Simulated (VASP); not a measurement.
# Ag (P6_3/mmc) in VASP: notebook

Runs on Ag. Level: PBEsol. Tasks: single point.

Everything below comes from runs of VASP 6.6.1. Logs are shortened: lines on timing, memory, paths and dates and some standing lists are left out, and cuts for length are marked.

## Step 1: The cell of the first run

It takes space group P6_3/mmc (No. 194, hexagonal). Conventional cell: a = 2.859 Å, b = 2.859 Å, c = 4.678 Å, α = 90.00°, β = 90.00°, γ = 120.00°. Ag (site symmetry -6m2) has 12 Ag at 2.86 Å within 3.8 Å.

## Step 2: Single point, PBEsol

The input, INCAR:

```
  ALGO = Fast
  EDIFF = 1E-7
  ENCUT = 520
  GGA = PS
  ISIF = 2
  ISMEAR = 0
  LASPH = T
  LCHARG = F
  LREAL = F
  LWAVE = F
  NBANDS = 18
  NELM = 60
  PREC = Accurate
  SIGMA = 0.1
```

The input, KPOINTS:

```
k-points
0
Gamma
  18 18 10
```

The input, POSCAR:

```
Ag
1.0
    2.8591533242      0.0000000000      0.0000000000
   -1.4295766621      2.4760994121      0.0000000000
    0.0000000000      0.0000000000      4.6782656083
Ag
2
Direct
    0.3333333333      0.6666666667      0.2500000000
    0.6666666667      0.3333333333      0.7500000000
```

Potentials or basis: VASP PAW PBE potentials, release 64 (Ag).

Launch:

```console
> cat potpaw_PBE.64/Ag/POTCAR > POTCAR
> mpirun -np 1 vasp_std > vasp.out
```

OUTCAR:

```text
EDIFF = 1E-7
   ENCUT = 520
   GGA = PS
   ISIF = 2
   ISMEAR = 0
   LASPH = T
   LREAL = F
   NELM = 60
   PREC = Accurate

 ion  position               nearest neighbor table
   1  0.333  0.667  0.250-   2 2.86   2 2.86   2 2.86   2 2.86   2 2.86   2 2.86
   2  0.667  0.333  0.750-   1 2.86   1 2.86   1 2.86   1 2.86   1 2.86   1 2.86

  LATTYP: Found a hexagonal cell.
 ALAT       =     2.8591533242
 C/A-ratio  =     1.6362415995

  Lattice vectors:

 A1 = (   2.8591533242,   0.0000000000,   0.0000000000)
 A2 = (  -1.4295766621,   2.4760994121,   0.0000000000)
 A3 = (   0.0000000000,   0.0000000000,   4.6782656083)

Analysis of symmetry for initial positions (statically):
=====================================================================
 Subroutine PRICEL returns:
 Original cell was already a primitive cell.

 Routine SETGRP: Setting up the symmetry group for a
 hexagonal supercell.

 Subroutine GETGRP returns: Found 24 space group operations
 (whereof 12 operations were pure point group operations)
 out of a pool of 24 trial point group operations.

The static configuration has the point symmetry D_3d.
 The point group associated with its full space group is D_6h.

Analysis of symmetry for dynamics (positions and initial velocities):
=====================================================================
 Subroutine PRICEL returns:
 Original cell was already a primitive cell.

 Routine SETGRP: Setting up the symmetry group for a
 hexagonal supercell.

 Subroutine GETGRP returns: Found 24 space group operations
 (whereof 12 operations were pure point group operations)
 out of a pool of 24 trial point group operations.

The dynamic configuration has the point symmetry D_3d.
 The point group associated with its full space group is D_6h.

 Subroutine INISYM returns: Found 24 space group operations
 (whereof 12 operations are pure point group operations),
 and found     1 'primitive' translations

----------------------------------------------------------------------------------------

                                     Primitive cell

  volume of cell :      33.1200

  direct lattice vectors                    reciprocal lattice vectors
     2.859153324  0.000000000  0.000000000     0.349753891  0.201930503  0.000000000
    -1.429576662  2.476099412  0.000000000     0.000000000  0.403861006  0.000000000
     0.000000000  0.000000000  4.678265608     0.000000000  0.000000000  0.213754430

  length of vectors
     2.859153324  2.859153324  4.678265608     0.403861006  0.403861006  0.213754430

  position of ions in fractional coordinates (direct lattice)
     0.333333333  0.666666667  0.250000000
     0.666666667  0.333333333  0.750000000

  ion indices of the primitive-cell ions
   primitive index   ion index
                 1           1
                 2           2

----------------------------------------------------------------------------------------

 KPOINTS: k-points

Automatic generation of k-mesh.
 Grid dimensions read from file:
 generate k-points for:   18   18   10

 Generating k-lattice:

  Cartesian coordinates                     Fractional coordinates (reciprocal lattice)
     0.019430772  0.011218361  0.000000000     0.055555556 -0.000000000  0.000000000
     0.000000000  0.022436723  0.000000000     0.000000000  0.055555556  0.000000000
     0.000000000  0.000000000  0.021375443     0.000000000  0.000000000  0.100000000

  Length of vectors
     0.022436723  0.022436723  0.021375443

  Shift w.r.t. Gamma in fractional coordinates (k-lattice)
     0.000000000  0.000000000  0.000000000

 Subroutine IBZKPT returns following result:
 ===========================================

 Found    222 irreducible k-points:

 Following reciprocal coordinates:
            Coordinates               Weight
  0.000000  0.000000  0.000000      1.000000
  0.055556  0.000000  0.000000      6.000000
  0.111111  0.000000  0.000000      6.000000
  0.166667  0.000000  0.000000      6.000000
  0.222222  0.000000  0.000000      6.000000
  0.277778  0.000000  0.000000      6.000000
[... 16 lines left out ...]
  0.333333  0.111111  0.000000     12.000000
  0.388889  0.111111  0.000000     12.000000
 [... further k-points ...]
   k-points           NKPTS =    222   k-points in BZ     NKDIM =    222   number of bands    NBANDS=     18
   number of dos      NEDOS =    301   number of ions     NIONS =      2
   total plane-waves  NPLWV =  20736
   dimension x,y,z NGX =    24 NGY =   24 NGZ =   36
   dimension x,y,z NGXF=    48 NGYF=   48 NGZF=   72
   ions per type =               2
   NGX,Y,Z   is equivalent  to a cutoff of  13.95, 13.95, 12.79 a.u.
   NGXF,Y,Z  is equivalent  to a cutoff of  27.91, 27.91, 25.59 a.u.
 SYSTEM =  unknown system
   PREC   = accura    normal or accurate (medium, high low for compatibility)
   ISTART =      0    job   : 0-new  1-cont  2-samecut
   ICHARG =      2    charge: 1-file 2-atom 10-const
   ISPIN  =      1    spin polarized calculation?
   LNONCOLLINEAR =      F non collinear calculations
   LSORBIT =      F    spin-orbit coupling
   LASPH  =      T    aspherical Exc in radial PAW
   ENCUT  =  520.0 eV  38.22 Ry    6.18 a.u.   5.32  5.32  8.70*2*pi/ulx,y,z
   NELM   =     60;   NELMIN=  2; NELMDL= -5     # of ELM steps
   EDIFF  = 0.1E-06   stopping-criterion for ELM
   LREAL  =      F    real-space projection
   EDIFFG = 0.1E-05   stopping-criterion for IOM
   NSW    =      0    number of steps for IOM
   IBRION =     -1    ionic relax: 0-MD 1-quasi-New 2-CG
   NFREE  =      0    steps in history (QN), initial steepest desc. (CG)
   ISIF   =      2    stress and relaxation
   ISYM   =      2    0-nonsym 1-usesym 2-fastsym
   POTIM  = 0.5000    time-step for ionic-motion
   TEBEG  =    0.0;   TEEND  =   0.0 temperature during run
   PSTRESS=    0.0 pullay stress
   NELECT =      22.0000    total number of electrons
   NUPDOWN=      -1.0000    fix difference up-down
   EMIN   =  10.00;   EMAX   =-10.00  energy-range for DOS
   EFERMI =   0.00;   METHOD = LEGACY
   ISMEAR =     0;   SIGMA  =   0.10  broadening in eV -4-tet -1-fermi 0-gaus
   EFERMI_NEDOS =   21; number of points for ismear=-14 and -15
   IALGO  =     68    algorithm
   IMIX   =      4    mixing-type and parameters
     AMIX     =   0.40;   BMIX     =  1.00
     AMIX_MAG =   1.60;   BMIX_MAG =  1.00
  volume/ion in A,a.u.               =      16.56       111.75
  Fermi-wavevector in a.u.,A,eV,Ry     =   1.428408  2.699300 27.760637  2.040349
  Thomas-Fermi vector in A             =   2.548473
   LORBIT       =      0    0 simple, 1 ext, 2 COOP (PROOUT), +10 PAW based schemes
   GGA     = PS    functional components
   LHFCALC =     F    Hartree Fock is set to
   AEXX    =    0.0000 exact exchange contribution
   IVDW    =     0    specifies the selected vdW correction
   LEPSILON=     F    determine dielectric tensor
   LRPA    =     F    only Hartree local field effects (RPA)
 non-spin polarized calculation
 RMM-DIIS sequential band-by-band and
 Gauss-broadening in eV      SIGMA  =   0.10
  energy-cutoff  :      520.00
  volume of cell :       33.12
 maximum number of plane-waves:       911
 NGX is ok and might be reduce to    24
   NGX = 11   NGY = 11   NGZ = 17

 number of electron      21.9999997 magnetization

 Free energy of the ion-electron system (eV)
  ---------------------------------------------------
  ext. energy  EPLUGINS =         0.00000000
  ---------------------------------------------------
  free energy    TOTEN  =        -6.60477644 eV

  energy without entropy =       -6.60015062  energy(sigma->0) =       -6.60246353

 E-fermi :   8.5975     XC(G=0): -12.5860

 val. band max:        8.5915642580   @ k =   0.3889   0.1111   0.3000
 cond. band min:       8.6023807468   @ k =   0.3889   0.0556   0.5000
 fundamental gap:      0.0108164888
 Fermi energy:         8.5974681213

 k-point     1 :       0.0000    0.0000    0.0000
  band No.  band energies     occupation
      1       0.5943      2.00000
      2       2.0599      2.00000
      3       3.7507      2.00000
      4       3.8596      2.00000
      5       3.8596      2.00000
      6       4.1127      2.00000
[... 10 lines left out ...]
     17      27.2511      0.00000
     18      27.2511      0.00000

 k-point     2 :       0.0556    0.0000    0.0000
  band No.  band energies     occupation
      1       0.6825      2.00000
      2       2.1134      2.00000
      3       3.6877      2.00000
      4       3.9080      2.00000
      5       3.9182      2.00000
      6       4.0929      2.00000
[... 10 lines left out ...]
     17      26.5361      0.00000
     18      27.3369      0.00000

 k-point     3 :       0.1111    0.0000    0.0000
  band No.  band energies     occupation
      1       0.9399      2.00000
      2       2.2594      2.00000
      3       3.5743      2.00000
      4       3.9898      2.00000
      5       4.0497      2.00000
      6       4.0875      2.00000
[... 10 lines left out ...]
     17      26.5845      0.00000
     18      27.7543      0.00000

 k-point     4 :       0.1667    0.0000    0.0000
  band No.  band energies     occupation
      1       1.3388      2.00000
      2       2.4454      2.00000
      3       3.4697      2.00000
      4       3.9364      2.00000
      5       3.9874      2.00000
      6       4.2611      2.00000
[... 375 lines left out ...]
      4       3.7403      2.00000
      5       3.7944      2.00000
      6       4.0874      2.00000
[... 10 lines left out ...]
     17      22.5687      0.00000
     18      24.6558      0.00000

 k-point    23 :       0.3333    0.1111    0.0000
  band No.  band energies     occupation
      1       2.4324      2.00000
      2       2.6796      2.00000
      3       2.6972      2.00000
      4       3.7500      2.00000
      5       4.1035      2.00000
      6       4.1755      2.00000
[... 10 lines left out ...]
     17      20.9896      0.00000
     18      24.1764      0.00000

 k-point    24 :       0.3889    0.1111    0.0000
  band No.  band energies     occupation
      1       2.3478      2.00000
      2       2.5703      2.00000
      3       2.6661      2.00000
      4       3.7318      2.00000
      5       4.0901      2.00000
      6       4.3000      2.00000
[... 10 lines left out ...]
     17      19.8779      0.00000
     18      23.8880      0.00000

 [... further k-points ...]
[... 5 lines left out ...]
  --------------------------------------------------------------------------------------
  -------------------------------------------------------------------------------------
  Total        0.1587498      0.1587498      0.1583901      0.0000000     -0.0000000      0.0000000
  in kB        7.6795071      7.6795071      7.6621089      0.0000000     -0.0000000      0.0000000
  external PRESSURE =       7.6737077 kB  Pullay stress =       0.0000000 kB

 VOLUME and BASIS-vectors are now :
 -----------------------------------------------------------------------------
  energy-cutoff  :      520.00
  volume of cell :       33.12
      direct lattice vectors                 reciprocal lattice vectors
     2.859153324  0.000000000  0.000000000     0.349753891  0.201930503  0.000000000
    -1.429576662  2.476099412  0.000000000     0.000000000  0.403861006  0.000000000
     0.000000000  0.000000000  4.678265608     0.000000000  0.000000000  0.213754430

 POSITION                                       TOTAL-FORCE (eV/Angst)
 -----------------------------------------------------------------------------------
     -0.00000      1.65073      1.16957        -0.000000     -0.000000      0.000000
      1.42958      0.82537      3.50870         0.000000      0.000000      0.000000
 -----------------------------------------------------------------------------------
    total drift:                               -0.000000      0.000000     -0.000000

  FREE ENERGIE OF THE ION-ELECTRON SYSTEM (eV)
  ---------------------------------------------------
  free  energy   TOTEN  =        -6.6047764417 eV

  energy  without entropy=       -6.6001506177  energy(sigma->0) =       -6.60246353
```

It took 69 s on 1 thread of Intel Xeon Platinum 8488C (Sapphire Rapids), shared host; peak memory 0.23 GiB.

Results:

```yaml
Free_energy: -6.6048 eV
Pressure: 0.8 GPa
Band_gap_on_the_k_mesh: zero (band 11 reaches 12.79 eV, above the bottom of band 12 at 5.23 eV)
```

Caveat: the PAW data sets were made with another functional, which shifts forces and pressure a little.

## Step 3: Single point, PBEsol

This run uses another cell than the first one, of 16.84 Å³/atom, 1.017 times its volume.

The input, INCAR:

```
SYSTEM = Ag
PREC = Accurate
ENCUT = 520
EDIFF = 1E-6
ISMEAR = 0
SIGMA = 0.1
LREAL = .FALSE.
LASPH = .TRUE.
NELM = 100
ALGO = Normal
ISIF = 2
LWAVE = .FALSE.
LCHARG = .TRUE.
GGA = PS
LELF = .TRUE.
LVHAR = .TRUE.
NBANDS = 18
```

The input, KPOINTS:

```
regular mesh
0
G
  18 18 10
  0 0 0
```

The input, POSCAR:

```
Ag
1.0
    2.8753377905      0.0000000000      0.0000000000
   -1.4376688952      2.4901155711      0.0000000000
    0.0000000000      0.0000000000      4.7051114918
Ag
2
Direct
    0.3333333333      0.6666666667      0.2500000000
    0.6666666667      0.3333333333      0.7500000000
```

Potentials or basis: VASP PAW PBE potentials, release 64 (Ag).

Launch:

```console
> cat potpaw_PBE.64/Ag/POTCAR > POTCAR
> mpirun -np 1 vasp_std > vasp.out
```

Run time: 52 s. Hardware: 1 thread of Intel Xeon Platinum 8488C (Sapphire Rapids), shared host; peak memory 0.24 GiB.

Results (log left out):

| Item | Value |
| --- | --- |
| Free energy | -6.6043 eV |
| Pressure | -1.2 GPa |
| Band gap on the k mesh | zero (band 11 reaches 12.50 eV, above the bottom of band 12 at 5.01 eV) |

Levels at points of the mesh, in eV from the Fermi level:
```
           k point  band 9  band 10  band 11  band 12  band 13  band 14
(0.00, 0.00, 0.00)   -4.06    -3.02    -3.02    -0.46     3.66    15.71
(0.50, 0.00, 0.00)   -2.83    -2.74     0.13     1.61     6.94     7.20
(0.00, 0.00, 0.50)   -3.35    -3.35    -3.35    -3.35    11.21    11.21
(0.50, 0.00, 0.50)   -2.79    -2.79     0.74     0.74     4.69     4.69
```

Caveat: the PAW data sets were made with another functional, which shifts forces and pressure a little.

## Step 4: Single point, PBEsol

This run uses another cell than the first one, of 16.70 Å³/atom, 1.008 times its volume.

The input, INCAR:

```
  ALGO = Fast
  EDIFF = 1E-6
  ENCUT = 520
  GGA = PS
  ISIF = 2
  ISMEAR = 0
  LASPH = T
  LCHARG = T
  LELF = T
  LREAL = F
  LVHAR = T
  LWAVE = F
  NBANDS = 18
  NELM = 100
  PREC = Accurate
  SIGMA = 0.1
```

The input, KPOINTS:

```
k-points
0
Gamma
  18 18 10
```

The input, POSCAR:

```
Ag
1.0
    2.8669917939      0.0000000000      0.0000000000
   -1.4334958970      2.4828877260      0.0000000000
    0.0000000000      0.0000000000      4.6908332209
Ag
2
Direct
    0.3333333333      0.6666666667      0.2500000000
    0.6666666667      0.3333333333      0.7500000000
```

Launch:

```console
> cat potpaw_PBE.64/Ag/POTCAR > POTCAR
> mpirun -np 1 vasp_std > vasp.out
```

Wall time 53 s (1 thread of Intel Xeon Platinum 8488C (Sapphire Rapids), shared host); peak memory 0.23 GiB.

The run converged. Its results:

```yaml
Free_energy: -6.6054 eV
Pressure: -0.3 GPa
Band_gap_on_the_k_mesh: zero (band 11 reaches 12.65 eV, above the bottom of band 12 at 5.12 eV)
```

Levels at points of the mesh, in eV from the Fermi level:
```
           k point  band 8  band 9  band 10  band 11  band 12  band 13  band 14  band 15
(0.00, 0.00, 0.00)   -4.08   -4.08    -3.03    -3.03    -0.49     3.71    15.73    17.64
(0.50, 0.00, 0.00)   -2.88   -2.83    -2.74     0.12     1.63     6.98     7.24     9.59
(0.00, 0.00, 0.50)   -4.59   -3.36    -3.36    -3.36    -3.36    11.28    11.28    16.10
(0.50, 0.00, 0.50)   -3.09   -2.80    -2.80     0.73     0.73     4.74     4.74    13.80
```

Caveat: the PAW data sets were made with another functional, which shifts forces and pressure a little.

## Step 5: Summary

```csv
cell,gap on the mesh (eV),pressure (GPa)
"a = 2.859, b = 2.859, c = 4.678 Å, angles 90.0, 90.0, 120.0°, 2 atoms",none,0.8
"a = 2.875, b = 2.875, c = 4.705 Å, angles 90.0, 90.0, 120.0°, 2 atoms",none,-1.2
"a = 2.867, b = 2.867, c = 4.691 Å, angles 90.0, 90.0, 120.0°, 2 atoms",none,-0.3
```

Alike in all rows: task single point; level PBEsol; potentials or basis VASP PAW PBE potentials, release 64 (Ag); no spin polarisation; k mesh 18 × 18 × 10; cutoff (eV) 520; smearing gaussian 0.1 eV.

Caveats: the PAW data sets were made with another functional, which shifts forces and pressure a little.

Absolute energies hang on the potentials; compare differences alone.
